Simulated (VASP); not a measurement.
# Ta (Im-3m) in VASP: notebook

Ta is run at these levels: PBEsol; tasks: single point, relaxation of volume and atoms at fixed shape.

Everything below comes from runs of VASP 6.6.1. Logs are shortened: lines on timing, memory, paths and dates and some standing lists are left out, and cuts for length are marked.

### 1 The cell of the first run

Symmetry: Im-3m, No. 229, cubic system. Conventional cell: a = 3.292 Å, b = 3.292 Å, c = 3.292 Å, α = 90.00°, β = 90.00°, γ = 90.00°. Ta (site symmetry m-3m) has 14 Ta at 2.85 to 3.29 Å within 3.8 Å.

### 2 Single point, PBEsol

INCAR reads:

```
SYSTEM = Ta
ALGO = Normal ; EDIFF = 1E-6
ENCUT = 500 ; GGA = PS
GGA_COMPAT = .FALSE. ; ISIF = 2
ISMEAR = 1 ; LASPH = .TRUE.
LCHARG = .FALSE. ; LREAL = .FALSE.
LWAVE = .FALSE. ; NBANDS = 12
NELM = 120 ; PREC = Accurate
SIGMA = 0.05
```

KPOINTS reads:

```
k-points
0
G
  10 10 10
  0 0 0
```

POSCAR reads:

```
Ta
1.0
    2.8505971296     -0.0000000158     -0.0000000273
   -0.9501990283      2.6875687530     -0.0000000273
   -0.9501990283     -1.3437843370      2.3275028373
Ta
1
Direct
    0.0000000000      0.0000000000      0.0000000000
```

Potentials or basis: VASP PAW PBE potentials, release 64 (Ta_pv).

Started as:

```console
$ cat potpaw_PBE.64/Ta_pv/POTCAR > POTCAR
$ mpirun -np 1 vasp_std > vasp.out
```

OUTCAR:

```text
SYSTEM = Ta
   EDIFF = 1E-6
   ENCUT = 500
   GGA = PS
   ISIF = 2
   ISMEAR = 1
   LASPH = .TRUE.
   LREAL = .FALSE.
   NELM = 120
   PREC = Accurate

 ion  position               nearest neighbor table
   1  0.000  0.000  0.000-

  LATTYP: Found a body centered cubic cell.
 ALAT       =     3.2915860403

  Lattice vectors:

 A1 = (   2.8505971296,  -0.0000000158,  -0.0000000273)
 A2 = (  -0.9501990283,   2.6875687530,  -0.0000000273)
 A3 = (  -0.9501990283,  -1.3437843370,   2.3275028373)

Analysis of symmetry for initial positions (statically):
=====================================================================
 Subroutine PRICEL returns:
 Original cell was already a primitive cell.

 Routine SETGRP: Setting up the symmetry group for a
 body centered cubic supercell.

 Subroutine GETGRP returns: Found 48 space group operations
 (whereof 48 operations were pure point group operations)
 out of a pool of 48 trial point group operations.

The static configuration has the point symmetry O_h .

Analysis of symmetry for dynamics (positions and initial velocities):
=====================================================================
 Subroutine PRICEL returns:
 Original cell was already a primitive cell.

 Routine SETGRP: Setting up the symmetry group for a
 body centered cubic supercell.

 Subroutine GETGRP returns: Found 48 space group operations
 (whereof 48 operations were pure point group operations)
 out of a pool of 48 trial point group operations.

The dynamic configuration has the point symmetry O_h .

 Subroutine INISYM returns: Found 48 space group operations
 (whereof 48 operations are pure point group operations),
 and found     1 'primitive' translations

----------------------------------------------------------------------------------------

                                     Primitive cell

  volume of cell :      17.8314

  direct lattice vectors                    reciprocal lattice vectors
     2.850597130 -0.000000016 -0.000000027     0.350803696  0.124027836  0.214822507
    -0.950199028  2.687568753 -0.000000027     0.000000004  0.372083508  0.214822507
    -0.950199028 -1.343784337  2.327502837     0.000000004  0.000000006  0.429645024

  length of vectors
     2.850597130  2.850597130  2.850597130     0.429645024  0.429645024  0.429645024

  position of ions in fractional coordinates (direct lattice)
     0.000000000  0.000000000  0.000000000

  ion indices of the primitive-cell ions
   primitive index   ion index
                 1           1

----------------------------------------------------------------------------------------

 KPOINTS: k-points

Automatic generation of k-mesh.
 Grid dimensions read from file:
 generate k-points for:   10   10   10

 Generating k-lattice:

  Cartesian coordinates                     Fractional coordinates (reciprocal lattice)
     0.035080370  0.012402784  0.021482251     0.100000000  0.000000000  0.000000000
     0.000000000  0.037208351  0.021482251     0.000000000  0.100000000  0.000000000
     0.000000000  0.000000001  0.042964502     0.000000000  0.000000000  0.100000000

  Length of vectors
     0.042964502  0.042964502  0.042964502

  Shift w.r.t. Gamma in fractional coordinates (k-lattice)
     0.000000000  0.000000000  0.000000000

 Subroutine IBZKPT returns following result:
 ===========================================

 Found     47 irreducible k-points:

 Following reciprocal coordinates:
            Coordinates               Weight
  0.000000  0.000000  0.000000      1.000000
  0.100000  0.000000  0.000000     12.000000
  0.200000  0.000000  0.000000     12.000000
  0.300000  0.000000  0.000000     12.000000
  0.400000  0.000000  0.000000     12.000000
  0.500000  0.000000  0.000000      6.000000
[... 16 lines left out ...]
  0.300000  0.300000  0.100000      8.000000
 -0.300000  0.300000  0.100000     24.000000
 [... further k-points ...]
   k-points           NKPTS =     47   k-points in BZ     NKDIM =     47   number of bands    NBANDS=     12
   number of dos      NEDOS =    301   number of ions     NIONS =      1
   total plane-waves  NPLWV =  13824
   dimension x,y,z NGX =    24 NGY =   24 NGZ =   24
   dimension x,y,z NGXF=    48 NGYF=   48 NGZF=   48
   ions per type =               1
   NGX,Y,Z   is equivalent  to a cutoff of  14.00, 14.00, 14.00 a.u.
   NGXF,Y,Z  is equivalent  to a cutoff of  27.99, 27.99, 27.99 a.u.
 SYSTEM =  Ta
   PREC   = accura    normal or accurate (medium, high low for compatibility)
   ISTART =      0    job   : 0-new  1-cont  2-samecut
   ICHARG =      2    charge: 1-file 2-atom 10-const
   ISPIN  =      1    spin polarized calculation?
   LNONCOLLINEAR =      F non collinear calculations
   LSORBIT =      F    spin-orbit coupling
   LASPH  =      T    aspherical Exc in radial PAW
   ENCUT  =  500.0 eV  36.75 Ry    6.06 a.u.   5.20  5.20  5.20*2*pi/ulx,y,z
   NELM   =    120;   NELMIN=  2; NELMDL= -5     # of ELM steps
   EDIFF  = 0.1E-05   stopping-criterion for ELM
   LREAL  =      F    real-space projection
   EDIFFG = 0.1E-04   stopping-criterion for IOM
   NSW    =      0    number of steps for IOM
   IBRION =     -1    ionic relax: 0-MD 1-quasi-New 2-CG
   NFREE  =      0    steps in history (QN), initial steepest desc. (CG)
   ISIF   =      2    stress and relaxation
   ISYM   =      2    0-nonsym 1-usesym 2-fastsym
   POTIM  = 0.5000    time-step for ionic-motion
   TEBEG  =    0.0;   TEEND  =   0.0 temperature during run
   PSTRESS=    0.0 pullay stress
   NELECT =      11.0000    total number of electrons
   NUPDOWN=      -1.0000    fix difference up-down
   EMIN   =  10.00;   EMAX   =-10.00  energy-range for DOS
   EFERMI =   0.00;   METHOD = LEGACY
   ISMEAR =     1;   SIGMA  =   0.05  broadening in eV -4-tet -1-fermi 0-gaus
   EFERMI_NEDOS =   21; number of points for ismear=-14 and -15
   IALGO  =     38    algorithm
   IMIX   =      4    mixing-type and parameters
     AMIX     =   0.40;   BMIX     =  1.00
     AMIX_MAG =   1.60;   BMIX_MAG =  1.00
  volume/ion in A,a.u.               =      17.83       120.33
  Fermi-wavevector in a.u.,A,eV,Ry     =   1.393618  2.633557 26.424855  1.942172
  Thomas-Fermi vector in A             =   2.517247
   LORBIT       =      0    0 simple, 1 ext, 2 COOP (PROOUT), +10 PAW based schemes
   GGA     = PS    functional components
   LHFCALC =     F    Hartree Fock is set to
   AEXX    =    0.0000 exact exchange contribution
   IVDW    =     0    specifies the selected vdW correction
   LEPSILON=     F    determine dielectric tensor
   LRPA    =     F    only Hartree local field effects (RPA)
 non-spin polarized calculation
 Methfessel and Paxton  Order N= 1 SIGMA  =   0.05
  energy-cutoff  :      500.00
  volume of cell :       17.83
 maximum number of plane-waves:       466
 NGX is ok and might be reduce to    24
   NGX = 11   NGY = 11   NGZ = 11

 number of electron      11.0000002 magnetization

 Free energy of the ion-electron system (eV)
  ---------------------------------------------------
  ext. energy  EPLUGINS =         0.00000000
  ---------------------------------------------------
  free energy    TOTEN  =       -12.54482445 eV

  energy without entropy =      -12.54474510  energy(sigma->0) =      -12.54479800

 E-fermi :   5.4482     XC(G=0): -12.7859

 val. band max:        5.3817600361   @ k =  -0.4000   0.4000   0.1000
 cond. band min:       5.4544017495   @ k =   0.1000   0.1000   0.0000
 fundamental gap:      0.0726417133
 Fermi energy:         5.4481802121

 k-point     1 :       0.0000    0.0000    0.0000
  band No.  band energies     occupation
      1     -27.6220      2.00000
      2     -27.6220      2.00000
      3     -27.6220      2.00000
      4      -2.5636      2.00000
      5       6.1002     -0.00000
      6       6.1002     -0.00000
      7       6.1002     -0.00000
      8       9.4119      0.00000
      9       9.4119      0.00000
     10      20.0455      0.00000
     11      20.4964      0.00000
     12      20.4964      0.00000

 k-point     2 :       0.1000    0.0000    0.0000
  band No.  band energies     occupation
      1     -27.7482      2.00000
      2     -27.6608      2.00000
      3     -27.6227      2.00000
      4      -2.1173      2.00000
      5       5.8176     -0.00000
      6       5.9993     -0.00000
      7       6.5428      0.00000
      8       9.0073      0.00000
      9       9.4169      0.00000
     10      20.0452      0.00000
     11      20.8744      0.00000
     12      21.2764      0.00000

 k-point     3 :       0.2000    0.0000    0.0000
  band No.  band energies     occupation
      1     -28.0677      2.00000
      2     -27.7611      2.00000
      3     -27.6246      2.00000
      4      -0.9438      2.00000
      5       5.1605      2.00000
      6       5.5378     -0.02945
      7       7.8253      0.00000
      8       8.7068      0.00000
      9       9.4979      0.00000
     10      20.0426      0.00000
     11      21.1989      0.00000
     12      23.0097      0.00000

 k-point     4 :       0.3000    0.0000    0.0000
  band No.  band energies     occupation
      1     -28.4427      2.00000
      2     -27.8826      2.00000
      3     -27.6271      2.00000
      4       0.3595      2.00000
      5       4.4680      2.00000
      6       5.2497      2.00000
      7       9.0309      0.00000
      8       9.7512      0.00000
      9       9.7925      0.00000
     10      19.8299      0.00000
     11      20.0190      0.00000
     12      21.0203      0.00000

 k-point     5 :       0.4000    0.0000    0.0000
  band No.  band energies     occupation
      1     -28.7318      2.00000
      2     -27.9790      2.00000
      3     -27.6291      2.00000
      4       0.9202      2.00000
      5       3.9767      2.00000
      6       6.1357     -0.00000
      7       9.3644      0.00000
      8      10.1274      0.00000
      9      12.0359      0.00000
     10      18.1299      0.00000
     11      18.3622      0.00000
     12      20.0709      0.00000
[... 228 lines left out ...]
      1     -28.5936      2.00000
      2     -28.1742      2.00000
      3     -27.8486      2.00000
      4       2.7649      2.00000
      5       3.8397      2.00000
      6       5.0208      2.00000
      7       9.9324      0.00000
      8      10.3862      0.00000
      9      14.6289      0.00000
     10      15.6800      0.00000
     11      19.1541      0.00000
     12      20.0559      0.00000

 k-point    22 :      -0.2000    0.2000    0.1000
  band No.  band energies     occupation
      1     -28.0694      2.00000
      2     -27.8022      2.00000
      3     -27.7213      2.00000
      4      -0.5395      2.00000
      5       5.5351     -0.03389
      6       5.6365     -0.00000
      7       7.4392      0.00000
      8       7.6721      0.00000
      9      10.2282      0.00000
     10      20.0401      0.00000
     11      21.7440      0.00000
     12      23.1121      0.00000

 k-point    23 :       0.3000    0.3000    0.1000
  band No.  band energies     occupation
      1     -28.4004      2.00000
      2     -28.4004      2.00000
      3     -27.8864      2.00000
      4       3.0895      2.00000
      5       4.4749      2.00000
      6       4.4749      2.00000
      7      10.2758      0.00000
      8      10.2758      0.00000
      9      13.4310      0.00000
     10      17.6278      0.00000
     11      17.6278      0.00000
     12      20.0550      0.00000

 k-point    24 :      -0.3000    0.3000    0.1000
  band No.  band energies     occupation
      1     -28.4255      2.00000
      2     -27.9257      2.00000
      3     -27.7194      2.00000
      4       0.7559      2.00000
      5       4.8883      2.00000
      6       5.0042      2.00000
      7       7.9629      0.00000
      8       9.6384      0.00000
      9      10.3920      0.00000
     10      19.5092      0.00000
     11      20.0690      0.00000
     12      22.2486      0.00000

 [... further k-points ...]

------------------------ aborting loop because EDIFF is reached ----------------------------------------

  FORCE on cell =-STRESS in cart. coord.  units (eV):
  Direction    XX          YY          ZZ          XY          YZ          ZX
  --------------------------------------------------------------------------------------
  -------------------------------------------------------------------------------------
  Total        0.0151343      0.0151343      0.0151343      0.0000000      0.0000000      0.0000000
  in kB        1.3598427      1.3598427      1.3598427      0.0000000      0.0000000      0.0000000
  external PRESSURE =       1.3598427 kB  Pullay stress =       0.0000000 kB

 VOLUME and BASIS-vectors are now :
 -----------------------------------------------------------------------------
  energy-cutoff  :      500.00
  volume of cell :       17.83
      direct lattice vectors                 reciprocal lattice vectors
     2.850597130 -0.000000016 -0.000000027     0.350803696  0.124027836  0.214822507
    -0.950199028  2.687568753 -0.000000027     0.000000004  0.372083508  0.214822507
    -0.950199028 -1.343784337  2.327502837     0.000000004  0.000000006  0.429645024

 POSITION                                       TOTAL-FORCE (eV/Angst)
 -----------------------------------------------------------------------------------
      0.00000      0.00000      0.00000         0.000000      0.000000      0.000000
 -----------------------------------------------------------------------------------
    total drift:                                0.000000      0.000000      0.000000

  FREE ENERGIE OF THE ION-ELECTRON SYSTEM (eV)
  ---------------------------------------------------
  free  energy   TOTEN  =       -12.5448244479 eV

  energy  without entropy=      -12.5447450955  energy(sigma->0) =      -12.54479800
```

It took 13 s on 1 thread of Intel Xeon 8259CL, shared host; peak memory 0.14 GiB.

Results:

```yaml
Free_energy: -12.5448 eV
Pressure: 0.1 GPa
```

Levels at points of the mesh, in eV from the Fermi level:
```tsv
k point	band 2	band 3	band 4	band 5	band 6	band 7	band 8	band 9
(0.00, 0.00, 0.00)	-33.07	-33.07	-8.01	0.65	0.65	0.65	3.96	3.96
(0.50, 0.00, 0.00)	-33.46	-33.08	-4.49	-1.65	1.61	3.85	4.89	7.83
(0.50, 0.50, 0.50)	-33.92	-33.92	-3.92	-3.92	6.85	6.85	6.85	8.70
```

Caveat: the PAW data sets were made with another functional, which shifts forces and pressure a little; spin-orbit coupling is left out, which moves the levels of the heavy elements.

### 3 Relaxation of volume and atoms at fixed shape, PBEsol

This run uses another cell than the first one, of 18.01 Å³/atom, 1.010 times its volume.

INCAR reads:

```
  ALGO = Normal
  EDIFF = 1E-7
  EDIFFG = -0.01
  ENCUT = 500
  GGA = PS
  GGA_COMPAT = F
  IBRION = 2
  ISIF = 8
  ISMEAR = 1
  LASPH = T
  LCHARG = F
  LREAL = F
  LWAVE = F
  NELM = 120
  NELMIN = 4
  NSW = 50
  PREC = Accurate
  SIGMA = 0.05
```

KPOINTS reads:

```
k-points
0
Gamma
  10 10 10
```

POSCAR reads:

```
Ta
1.0
    2.8601010224     -0.0000000158     -0.0000000274
   -0.9533669925      2.6965291090     -0.0000000274
   -0.9533669925     -1.3482645149      2.3352627333
Ta
1
Direct
    0.0000000000      0.0000000000      0.0000000000
```

Potentials or basis: VASP PAW PBE potentials, release 64 (Ta_pv).

Started as:

```console
$ cat potpaw_PBE.64/Ta_pv/POTCAR > POTCAR
$ mpirun -np 1 vasp_std > vasp.out
```

OUTCAR:

```text
EDIFF = 1E-7
   EDIFFG = -0.01
   ENCUT = 500
   GGA = PS
   IBRION = 2
   ISIF = 8
   ISMEAR = 1
   LASPH = T
   LREAL = F
   NELM = 120
   NELMIN = 4
   NSW = 50
   PREC = Accurate

 ion  position               nearest neighbor table
   1  0.000  0.000  0.000-

  LATTYP: Found a body centered cubic cell.
 ALAT       =     3.3025601903

  Lattice vectors:

 A1 = (   2.8601010224,  -0.0000000158,  -0.0000000274)
 A2 = (  -0.9533669925,   2.6965291090,  -0.0000000274)
 A3 = (  -0.9533669925,  -1.3482645149,   2.3352627333)

Analysis of symmetry for initial positions (statically):
=====================================================================
 Subroutine PRICEL returns:
 Original cell was already a primitive cell.

 Routine SETGRP: Setting up the symmetry group for a
 body centered cubic supercell.

[... 245 lines left out ...]

 E-fermi :   5.4425     XC(G=0): -12.7824

 val. band max:        5.3754189149   @ k =  -0.4000   0.4000   0.1000
 cond. band min:       5.4493888050   @ k =   0.1000   0.1000  -0.0000
 fundamental gap:      0.0739698901
 Fermi energy:         5.4425015734

 k-point     1 :       0.0000    0.0000    0.0000
  band No.  band energies     occupation
      1     -27.6305      2.00000
      2     -27.6305      2.00000
      3     -27.6305      2.00000
      4      -2.5665      2.00000
      5       6.0946     -0.00000
      6       6.0946     -0.00000
      7       6.0946     -0.00000
      8       9.4038      0.00000
      9       9.4038      0.00000
[... 265 lines left out ...]
 k-point    24 :      -0.3000    0.3000    0.1000
  band No.  band energies     occupation
      1     -28.4322      2.00000
      2     -27.9335      2.00000
      3     -27.7277      2.00000
      4       0.7514      2.00000
      5       4.8838      2.00000
      6       4.9992      2.00000
      7       7.9559      0.00000
      8       9.6296      0.00000
      9      10.3824      0.00000

 [... further k-points ...]
[... 5 lines left out ...]
  --------------------------------------------------------------------------------------
  -------------------------------------------------------------------------------------
  Total       -0.0005941     -0.0005941     -0.0005941     -0.0000000     -0.0000000     -0.0000000
  in kB       -0.0533438     -0.0533438     -0.0533438     -0.0000000     -0.0000000     -0.0000000
  external PRESSURE =      -0.0533438 kB  Pullay stress =       0.0000000 kB
[... 16 lines left out ...]
  FREE ENERGIE OF THE ION-ELECTRON SYSTEM (eV)
  ---------------------------------------------------
  free  energy   TOTEN  =       -12.5448992533 eV

  energy  without entropy=      -12.5448075635  energy(sigma->0) =      -12.54486869

 reached required accuracy - stopping structural energy minimisation
```

CONTCAR:

```text
Ta
   1.00000000000000
     2.8512492076485585   -0.0000000157511001   -0.0000000273151989
    -0.9504163876291737    2.6881835380017045   -0.0000000273151989
    -0.9504163876291737   -1.3440917295234116    2.3280352567356339
  Ta
     1
Direct
     0.0000000000000000    0.0000000000000000    0.0000000000000000

  0.00000000E+00  0.00000000E+00  0.00000000E+00
```

Wall time 26 s (1 thread of Intel Xeon 8259CL, shared host); peak memory 0.15 GiB.

Results:

```
Free energy                            : -12.5449 eV
Relaxed volume                         : 17.84 Å³/atom
Relaxed cell                           : a = 2.851 Å, b = 2.851 Å, c = 2.851 Å, α = 109.47°, β = 109.47°, γ = 109.47°
Space group after relaxing (to 0.05 Å) : Im-3m (No. 229)
Energy gained by relaxing              : 1.0 meV/atom
Ionic steps                            : 3
Pressure after relaxing                : 0.0 GPa
```

Step by step:
| step | energy change (eV) | largest force (eV/Å) | pressure (GPa) | volume (Å³) |
| --- | --- | --- | --- | --- |
| 1 | 0.0000 | 0.0000 | -1.88 | 18.01 |
| 2 | 0.0045 | 0.0000 | 4.77 | 17.46 |
| 3 | -0.0010 | 0.0000 | -0.01 | 17.84 |

Final structure:
```cif
data_structure
_symmetry_space_group_name_H-M 'P 1'
_symmetry_Int_Tables_number 1
_cell_length_a 2.8512
_cell_length_b 2.8512
_cell_length_c 2.8512
_cell_angle_alpha 109.471
_cell_angle_beta 109.471
_cell_angle_gamma 109.471
_cell_volume 17.84
loop_
_atom_site_label
_atom_site_type_symbol
_atom_site_fract_x
_atom_site_fract_y
_atom_site_fract_z
_atom_site_occupancy
Ta1 Ta 0.00000 0.00000 0.00000 1
```

Caveat: the PAW data sets were made with another functional, which shifts forces and pressure a little; spin-orbit coupling is left out, which moves the levels of the heavy elements.
